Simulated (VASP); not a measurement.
# SrO (Fm-3m) in VASP: vibrations by perturbation theory with PBEsol

Aim: the vibrations by perturbation theory of SrO with PBEsol.

Everything below comes from runs of VASP 6.6.1. Logs are shortened: lines on timing, memory, paths and dates and some standing lists are left out, and cuts for length are marked.

## 1. The cell of the first run

The structure is cubic, space group Fm-3m (No. 225). The conventional cell has a = 5.122 Å, b = 5.122 Å, c = 5.122 Å, α = 90.00°, β = 90.00°, γ = 90.00°. Sr (site symmetry m-3m) has 6 O at 2.56 Å within 3.4 Å. O (site symmetry m-3m) has 6 Sr at 2.56 Å within 3.4 Å.

## 2. Vibrations by perturbation theory, PBEsol

INCAR

```
SYSTEM = SrO
ALGO     = Normal         ! electronic algorithm
EDIFF    = 1E-8           ! SCF threshold, eV
ENCUT    = 520            ! plane-wave cutoff, eV
GGA      = PS             ! functional
IBRION   = 8              ! ionic algorithm
ISIF     = 2              ! what is computed and relaxed
ISMEAR   = 0              ! smearing method
LASPH    = .True.         ! aspherical terms in the spheres
LCHARG   = .False.        ! write CHGCAR
LEPSILON = .True.         ! dielectric tensor by DFPT
LREAL    = .False.        ! projectors in reciprocal space
LWAVE    = .False.        ! write WAVECAR
NELM     = 60             ! most SCF steps
NSW      = 1              ! ionic steps
PREC     = Accurate       ! precision mode
SIGMA    = 0.01           ! smearing width, eV
```

KPOINTS

```
k-points
0
Gamma
  8 8 8
  0 0 0
```

POSCAR

```
SrO
1.0
    0.0000000000      2.5611946863      2.5611946863
    2.5611946863      0.0000000000      2.5611946863
    2.5611946863      2.5611946863      0.0000000000
Sr O
1 1
Direct
    0.5000000000      0.5000000000      0.5000000000
    0.0000000000      0.0000000000      0.0000000000
```

Potentials or basis: VASP PAW PBE potentials, release 64 (Sr_sv, O).

Launch:

```sh
$ cat potpaw_PBE.64/Sr_sv/POTCAR potpaw_PBE.64/O/POTCAR > POTCAR
$ mpirun -np 1 vasp_std > vasp.out
```

OUTCAR:

```text
SYSTEM = SrO
   EDIFF = 1E-8
   ENCUT = 520
   GGA = PS
   IBRION = 8
   ISIF = 2
   ISMEAR = 0
   LASPH = .True.
   LEPSILON = .True.
   LREAL = .False.
   NELM = 60
   NSW = 1
   PREC = Accurate

 ion  position               nearest neighbor table
   1  0.500  0.500  0.500-   2 2.56   2 2.56   2 2.56   2 2.56   2 2.56   2 2.56
   2  0.000  0.000  0.000-   1 2.56   1 2.56   1 2.56   1 2.56   1 2.56   1 2.56

  LATTYP: Found a face centered cubic cell.
 ALAT       =     5.1223893726

  Lattice vectors:

 A1 = (   0.0000000000,   2.5611946863,   2.5611946863)
 A2 = (   2.5611946863,   0.0000000000,   2.5611946863)
 A3 = (   2.5611946863,   2.5611946863,   0.0000000000)

Analysis of symmetry for initial positions (statically):
=====================================================================
 Subroutine PRICEL returns:
 Original cell was already a primitive cell.

 Routine SETGRP: Setting up the symmetry group for a
 face centered cubic supercell.

 Subroutine GETGRP returns: Found 48 space group operations
 (whereof 48 operations were pure point group operations)
 out of a pool of 48 trial point group operations.

The static configuration has the point symmetry O_h .

Analysis of symmetry for dynamics (positions and initial velocities):
=====================================================================
 Subroutine PRICEL returns:
 Original cell was already a primitive cell.

 Routine SETGRP: Setting up the symmetry group for a
 face centered cubic supercell.

 Subroutine GETGRP returns: Found 48 space group operations
 (whereof 48 operations were pure point group operations)
 out of a pool of 48 trial point group operations.

The dynamic configuration has the point symmetry O_h .

 Subroutine INISYM returns: Found 48 space group operations
 (whereof 48 operations are pure point group operations),
 and found     1 'primitive' translations
[... 591 lines left out ...]
     0.00053 -0.00000 -0.00000
    -0.00000 -0.00379  0.00000
     0.00000  0.00000 -0.00379

 MACROSCOPIC STATIC DIELECTRIC TENSOR (including local field effects in DFT)
 ------------------------------------------------------
           3.891121    -0.000000    -0.000000
           0.000000     3.891121     0.000000
          -0.000000     0.000000     3.891121
 ------------------------------------------------------

 PIEZOELECTRIC TENSOR (including local field effects)  for field in x, y, z        (e  Angst)
          XX          YY          ZZ          XY          YZ          ZX
  --------------------------------------------------------------------------------
  x     0.00000     0.00000     0.00000     0.00000     0.00000     0.00000
  y     0.00000     0.00000     0.00000     0.00000     0.00000     0.00000
  z     0.00000     0.00000     0.00000     0.00000     0.00000     0.00000

 PIEZOELECTRIC TENSOR (including local field effects)  for field in x, y, z        (C/m^2)
          XX          YY          ZZ          XY          YZ          ZX
  --------------------------------------------------------------------------------
  x     0.00000     0.00000     0.00000     0.00000     0.00000     0.00000
  y     0.00000     0.00000     0.00000     0.00000     0.00000     0.00000
  z     0.00000     0.00000     0.00000     0.00000     0.00000     0.00000

 BORN EFFECTIVE CHARGES (including local field effects) (in |e|, cummulative output)
 ---------------------------------------------------------------------------------
 ion    1
    1     2.46326    -0.00000     0.00000
    2     0.00000     2.46326     0.00000
    3     0.00000     0.00000     2.46326
 ion    2
    1    -2.46326     0.00000     0.00000
    2    -0.00000    -2.46326     0.00000
    3     0.00000     0.00000    -2.46326

 INTERNAL STRAIN TENSOR FOR ION    2 for displacements in x,y,z  (eV/Angst):
          X           Y           Z          XY          YZ          ZX
  --------------------------------------------------------------------------------
  x     0.00000     0.00000     0.00000     0.00000     0.00000     0.00000
  y     0.00000     0.00000     0.00000     0.00000     0.00000     0.00000
  z     0.00000     0.00000     0.00000     0.00000     0.00000     0.00000

 SECOND DERIVATIVES (NOT SYMMETRIZED)
 ------------------------------------
               1X          1Y          1Z          2X          2Y          2Z
  1X    -2.205216    0.000000    0.000000    2.205216    0.000000    0.000000
  1Y     0.000000   -2.205216    0.000000    0.000000    2.205216    0.000000
  1Z     0.000000    0.000000   -2.205216    0.000000    0.000000    2.205216
  2X     2.200552    0.000000    0.000000   -2.200552    0.000000    0.000000
  2Y     0.000000    2.200552    0.000000    0.000000   -2.200552    0.000000
  2Z     0.000000    0.000000    2.200552    0.000000    0.000000   -2.200552

 Eigenvectors and eigenvalues of the dynamical matrix
 ----------------------------------------------------

   1 f  =    6.305910 THz    39.621204 2PiTHz  210.342531 cm-1    26.079138 meV
             X         Y         Z           dx          dy          dz
      2.561195  2.561195  2.561195     0.393303   -0.000000    0.000000
      0.000000  0.000000  0.000000    -0.919409   -0.000000   -0.000000
[... 21 lines left out ...]
   6 f/i=    0.002414 THz     0.015169 2PiTHz    0.080530 cm-1     0.009984 meV
             X         Y         Z           dx          dy          dz
      2.561195  2.561195  2.561195    -0.112237   -0.911746   -0.037889
      0.000000  0.000000  0.000000    -0.048013   -0.390025   -0.016208

--------------------------------------------------------------------------------------------------------

 MACROSCOPIC STATIC DIELECTRIC TENSOR IONIC CONTRIBUTION
 ------------------------------------------------------
          14.833231     0.000000     0.000000
           0.000000    14.833231    -0.000000
           0.000000    -0.000000    14.833231
 ------------------------------------------------------

 ELASTIC MODULI CONTR FROM IONIC RELAXATION (kBar)
 Direction    XX          YY          ZZ          XY          YZ          ZX
 --------------------------------------------------------------------------------
 XX           0.0000      0.0000      0.0000      0.0000      0.0000      0.0000
 YY           0.0000      0.0000      0.0000      0.0000      0.0000      0.0000
 ZZ           0.0000      0.0000      0.0000      0.0000      0.0000      0.0000
 XY           0.0000      0.0000      0.0000      0.0000      0.0000      0.0000
 YZ           0.0000      0.0000      0.0000      0.0000      0.0000      0.0000
 ZX           0.0000      0.0000      0.0000      0.0000      0.0000      0.0000
 --------------------------------------------------------------------------------

 PIEZOELECTRIC TENSOR IONIC CONTR  for field in x, y, z        (C/m^2)
          XX          YY          ZZ          XY          YZ          ZX
  --------------------------------------------------------------------------------
  x     0.00000     0.00000     0.00000     0.00000     0.00000     0.00000
  y     0.00000     0.00000     0.00000     0.00000     0.00000     0.00000
  z     0.00000     0.00000     0.00000     0.00000     0.00000     0.00000
```

Wall time 3.6 min (1 thread of Intel Xeon Platinum 8488C (Sapphire Rapids), shared host); peak memory 0.22 GiB.

What came out:

```
Electronic dielectric tensor (diagonal)                 : 3.89
Born charges (mean of the diagonal)                     : Sr +2.46; O -2.46 e
Highest phonon frequency at Γ, LO-TO splitting left out : 210 cm⁻¹
```

Phonon frequencies in cm⁻¹ (negative: imaginary):
```
              q point        frequencies
(0.000, 0.000, 0.000)  0 0 0 210 210 210
```

Electronic dielectric tensor:
```
3.89 0.00 0.00
0.00 3.89 0.00
0.00 0.00 3.89
```

Born effective charge tensors (e):
atom 1, Sr
```
2.46 0.00 0.00
0.00 2.46 0.00
0.00 0.00 2.46
```
atom 2, O
```
-2.46  0.00  0.00
 0.00 -2.46  0.00
 0.00  0.00 -2.46
```
